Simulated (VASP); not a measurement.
# Cs (Im-3m) in VASP: further runs, part 3 of 3

VASP 6.6.1. Earlier steps stand in the parts before.

### Step 6. Single point, LDA

Contents of INCAR:

```
SYSTEM = Cs
PREC = Accurate
ENCUT = 520
EDIFF = 1E-6
ISMEAR = 1
SIGMA = 0.01
LREAL = .False.
LASPH = .True.
NELM = 100
ALGO = Normal
ISIF = 2
LWAVE = .False.
LCHARG = .False.
GGA = CA
NBANDS = 10
```

Contents of KPOINTS:

```
Automatic mesh
0
Gamma
  8 8 8
  0 0 0
```

Contents of POSCAR:

```
Cs
1.0
   -2.8840810378      2.8840810378      2.8840810378
    2.8840810378     -2.8840810378      2.8840810378
    2.8840810378      2.8840810378     -2.8840810378
Cs
1
Direct
    0.0000000000      0.0000000000      0.0000000000
```

Potentials or basis: VASP PAW LDA potentials, release 64 (Cs_sv).

Command:

```
cat potpaw_LDA.64/Cs_sv/POTCAR > POTCAR
mpirun -np 1 vasp_std > vasp.out
```

OUTCAR:

```text
SYSTEM = Cs
   PREC = Accurate
   ENCUT = 520
   EDIFF = 1E-6
   ISMEAR = 1
   LREAL = .False.
   LASPH = .True.
   NELM = 100
   ISIF = 2
   GGA = CA

 ion  position               nearest neighbor table
   1  0.000  0.000  0.000-

  LATTYP: Found a body centered cubic cell.
 ALAT       =     5.7681620756

  Lattice vectors:

 A1 = (  -2.8840810378,   2.8840810378,   2.8840810378)
 A2 = (   2.8840810378,  -2.8840810378,   2.8840810378)
 A3 = (   2.8840810378,   2.8840810378,  -2.8840810378)

Analysis of symmetry for initial positions (statically):
=====================================================================
 Subroutine PRICEL returns:
 Original cell was already a primitive cell.

 Routine SETGRP: Setting up the symmetry group for a
 body centered cubic supercell.

 Subroutine GETGRP returns: Found 48 space group operations
[... 9 lines left out ...]

 Routine SETGRP: Setting up the symmetry group for a
 body centered cubic supercell.

 Subroutine GETGRP returns: Found 48 space group operations
 (whereof 48 operations were pure point group operations)
 out of a pool of 48 trial point group operations.

The dynamic configuration has the point symmetry O_h .

 Subroutine INISYM returns: Found 48 space group operations
 (whereof 48 operations are pure point group operations),
 and found     1 'primitive' translations

----------------------------------------------------------------------------------------

                                     Primitive cell

  volume of cell :      95.9583

  direct lattice vectors                    reciprocal lattice vectors
    -2.884081038  2.884081038  2.884081038     0.000000000  0.173365448  0.173365448
     2.884081038 -2.884081038  2.884081038     0.173365448  0.000000000  0.173365448
     2.884081038  2.884081038 -2.884081038     0.173365448  0.173365448  0.000000000

  length of vectors
     4.995374891  4.995374891  4.995374891     0.245175767  0.245175767  0.245175767

  position of ions in fractional coordinates (direct lattice)
     0.000000000  0.000000000  0.000000000

  ion indices of the primitive-cell ions
   primitive index   ion index
                 1           1

----------------------------------------------------------------------------------------

 KPOINTS: Automatic mesh

Automatic generation of k-mesh.
 Grid dimensions read from file:
 generate k-points for:    8    8    8

 Generating k-lattice:

  Cartesian coordinates                     Fractional coordinates (reciprocal lattice)
     0.000000000  0.021670681  0.021670681     0.125000000  0.000000000  0.000000000
     0.021670681  0.000000000  0.021670681     0.000000000  0.125000000  0.000000000
     0.021670681  0.021670681  0.000000000     0.000000000  0.000000000  0.125000000

  Length of vectors
     0.030646971  0.030646971  0.030646971

  Shift w.r.t. Gamma in fractional coordinates (k-lattice)
     0.000000000  0.000000000  0.000000000

 Subroutine IBZKPT returns following result:
 ===========================================

 Found     29 irreducible k-points:

 Following reciprocal coordinates:
            Coordinates               Weight
  0.000000  0.000000  0.000000      1.000000
  0.125000  0.000000  0.000000     12.000000
  0.250000  0.000000  0.000000     12.000000
  0.375000  0.000000  0.000000     12.000000
  0.500000  0.000000  0.000000      6.000000
  0.125000  0.125000  0.000000     24.000000
[... 16 lines left out ...]
 -0.250000  0.250000  0.250000      6.000000
 -0.375000  0.375000  0.250000     24.000000
 [... further k-points ...]
   k-points           NKPTS =     29   k-points in BZ     NKDIM =     29   number of bands    NBANDS=     10
   number of dos      NEDOS =    301   number of ions     NIONS =      1
   total plane-waves  NPLWV =  64000
   dimension x,y,z NGX =    40 NGY =   40 NGZ =   40
   dimension x,y,z NGXF=    80 NGYF=   80 NGZF=   80
   ions per type =               1
   NGX,Y,Z   is equivalent  to a cutoff of  13.31, 13.31, 13.31 a.u.
   NGXF,Y,Z  is equivalent  to a cutoff of  26.62, 26.62, 26.62 a.u.
 SYSTEM =  Cs
   PREC   = accura    normal or accurate (medium, high low for compatibility)
   ISTART =      0    job   : 0-new  1-cont  2-samecut
   ICHARG =      2    charge: 1-file 2-atom 10-const
   ISPIN  =      1    spin polarized calculation?
   LNONCOLLINEAR =      F non collinear calculations
   LSORBIT =      F    spin-orbit coupling
   LASPH  =      T    aspherical Exc in radial PAW
   ENCUT  =  520.0 eV  38.22 Ry    6.18 a.u.   9.29  9.29  9.29*2*pi/ulx,y,z
   NELM   =    100;   NELMIN=  2; NELMDL= -5     # of ELM steps
   EDIFF  = 0.1E-05   stopping-criterion for ELM
   LREAL  =      F    real-space projection
   EDIFFG = 0.1E-04   stopping-criterion for IOM
   NSW    =      0    number of steps for IOM
   IBRION =     -1    ionic relax: 0-MD 1-quasi-New 2-CG
   NFREE  =      0    steps in history (QN), initial steepest desc. (CG)
   ISIF   =      2    stress and relaxation
   ISYM   =      2    0-nonsym 1-usesym 2-fastsym
   POTIM  = 0.5000    time-step for ionic-motion
   TEBEG  =    0.0;   TEEND  =   0.0 temperature during run
   PSTRESS=    0.0 pullay stress
   NELECT =       9.0000    total number of electrons
   NUPDOWN=      -1.0000    fix difference up-down
   EMIN   =  10.00;   EMAX   =-10.00  energy-range for DOS
   EFERMI =   0.00;   METHOD = LEGACY
   ISMEAR =     1;   SIGMA  =   0.01  broadening in eV -4-tet -1-fermi 0-gaus
   EFERMI_NEDOS =   21; number of points for ismear=-14 and -15
   IALGO  =     38    algorithm
   IMIX   =      4    mixing-type and parameters
     AMIX     =   0.40;   BMIX     =  1.00
     AMIX_MAG =   1.60;   BMIX_MAG =  1.00
  volume/ion in A,a.u.               =      95.96       647.56
  Fermi-wavevector in a.u.,A,eV,Ry     =   0.743809  1.405596  7.527452  0.553252
  Thomas-Fermi vector in A             =   1.839012
   LORBIT       =      0    0 simple, 1 ext, 2 COOP (PROOUT), +10 PAW based schemes
   GGA     = CA    functional components
   LHFCALC =     F    Hartree Fock is set to
   AEXX    =    0.0000 exact exchange contribution
   IVDW    =     0    specifies the selected vdW correction
   LEPSILON=     F    determine dielectric tensor
   LRPA    =     F    only Hartree local field effects (RPA)
 non-spin polarized calculation
 Methfessel and Paxton  Order N= 1 SIGMA  =   0.01
  energy-cutoff  :      520.00
  volume of cell :       95.96
 maximum number of plane-waves:      2616
 NGX is ok and might be reduce to    40
   NGX = 19   NGY = 19   NGZ = 19

 number of electron       8.9999998 magnetization

 Free energy of the ion-electron system (eV)
  ---------------------------------------------------
  ext. energy  EPLUGINS =         0.00000000
  ---------------------------------------------------
  free energy    TOTEN  =        -0.98583111 eV

  energy without entropy =       -0.98556714  energy(sigma->0) =       -0.98574312

 E-fermi :   0.7641     XC(G=0):  -6.0286

 val. band max:        0.7638765230   @ k =   0.3750   0.1250   0.0000
 cond. band min:       0.8362779052   @ k =   0.2500   0.2500   0.0000
 fundamental gap:      0.0724013822
 Fermi energy:         0.7641227588

 k-point     1 :       0.0000    0.0000    0.0000
  band No.  band energies     occupation
      1     -22.9545      2.00000
      2      -9.6494      2.00000
      3      -9.6494      2.00000
      4      -9.6494      2.00000
      5      -1.0975      2.00000
      6       3.2982      0.00000
      7       3.2982      0.00000
      8       3.2982      0.00000
      9       4.3434      0.00000
     10       4.3434      0.00000

 k-point     2 :       0.1250    0.0000    0.0000
  band No.  band energies     occupation
      1     -22.9522      2.00000
      2      -9.6892      2.00000
      3      -9.6618      2.00000
      4      -9.6496      2.00000
      5      -0.8887      2.00000
      6       3.0991      0.00000
      7       3.1131      0.00000
      8       3.5114      0.00000
      9       4.0974      0.00000
     10       4.3136      0.00000
[... 274 lines left out ...]
 k-point    24 :      -0.3750    0.3750    0.2500
  band No.  band energies     occupation
      1     -22.9345      2.00000
      2      -9.8409      2.00000
      3      -9.7683      2.00000
      4      -9.7445      2.00000
      5       0.9471     -0.00000
      6       1.8122      0.00000
      7       3.1091      0.00000
      8       3.1657      0.00000
      9       4.1607      0.00000
     10       4.9111      0.00000

 [... further k-points ...]
[... 5 lines left out ...]
  --------------------------------------------------------------------------------------
  -------------------------------------------------------------------------------------
  Total       -0.0111326     -0.0111326     -0.0111326      0.0000000      0.0000000      0.0000000
  in kB       -0.1858771     -0.1858771     -0.1858771      0.0000000      0.0000000      0.0000000
  external PRESSURE =      -0.1858771 kB  Pullay stress =       0.0000000 kB

 VOLUME and BASIS-vectors are now :
 -----------------------------------------------------------------------------
  energy-cutoff  :      520.00
  volume of cell :       95.96
      direct lattice vectors                 reciprocal lattice vectors
    -2.884081038  2.884081038  2.884081038     0.000000000  0.173365448  0.173365448
     2.884081038 -2.884081038  2.884081038     0.173365448  0.000000000  0.173365448
     2.884081038  2.884081038 -2.884081038     0.173365448  0.173365448  0.000000000

 POSITION                                       TOTAL-FORCE (eV/Angst)
 -----------------------------------------------------------------------------------
      0.00000      0.00000      0.00000         0.000000     -0.000000      0.000000
 -----------------------------------------------------------------------------------
    total drift:                               -0.000000     -0.000000     -0.000000

  FREE ENERGIE OF THE ION-ELECTRON SYSTEM (eV)
  ---------------------------------------------------
  free  energy   TOTEN  =        -0.9858311071 eV

  energy  without entropy=       -0.9855671365  energy(sigma->0) =       -0.98574312
```

Wall time 17 s (1 thread of Intel Xeon Platinum 8488C (Sapphire Rapids), shared host); peak memory 0.19 GiB.

What came out:

```yaml
Free_energy: -0.9858 eV
Pressure: 0.0 GPa
```

Caveat: spin-orbit coupling is left out, which moves the levels of the heavy elements.

### Step 7. Summary

| smearing | gap on the mesh (eV) | pressure (GPa) |
| --- | --- | --- |
| methfessel-paxton 0.2 eV | none | 0.0 |
| methfessel-paxton 0.3 eV | none | 0.0 |
| methfessel-paxton 0.6 eV | none | 0.0 |
| methfessel-paxton 1 eV | none | -0.1 |
| methfessel-paxton 0.01 eV | none | 0.0 |

Alike in all rows: task single point; level LDA; potentials or basis VASP PAW LDA potentials, release 64 (Cs_sv); no spin polarisation; cell as given; k mesh 8 × 8 × 8; cutoff (eV) 520.

Every run on the cell as given and a fine mesh finds a metal.

Caveats: spin-orbit coupling is left out, which moves the levels of the heavy elements.

Total energies depend on the potentials used, so only differences within one code and one set of settings carry meaning.
